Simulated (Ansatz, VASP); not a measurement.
**One calculation of Ba, two programs**

```
Ba
1.0
     4.12244    0.00000    0.00000
    -2.06122    3.57014    0.00000
     0.00000    0.00000    3.75757
Ba
1
Direct
  0.00000 0.00000 0.50000
```

Alike in both runs: task relaxation of cell and atoms; functional PBE; k mesh 6 × 6 × 4; occupations gaussian, width 0.1 eV; no spin polarisation.

```csv
,VASP,Ansatz
version,VASP 6.6.1,Ansatz 0.2.0
potentials or method,"VASP PAW PBE potentials, release 64 (Ba_sv), cutoff 600 eV","scalar-relativistic, plane waves, PAW"
valence electrons in the cell,10,10
```

VASP gave:

* gap on the k mesh at the Fermi level, each at its own relaxed structure (eV): none
* relaxed volume (Å³/atom): 64.09
* relaxed cell length with the largest relative difference (Å): 4.006

Task: Which values does Ansatz return?

Result: gap on the k mesh at the Fermi level, each at its own relaxed structure (eV): none; relaxed volume (Å³/atom): 63.15; relaxed cell length with the largest relative difference (Å): 3.982.

A gap of «none» marks a metal or a gap that the smearing closes.

The k mesh is coarse, so the values compare programs but aren't converged. Spin-orbit coupling is off throughout. Noted on VASP's run: the volume moved by over 15 % at a fixed basis, so the end points are rough.
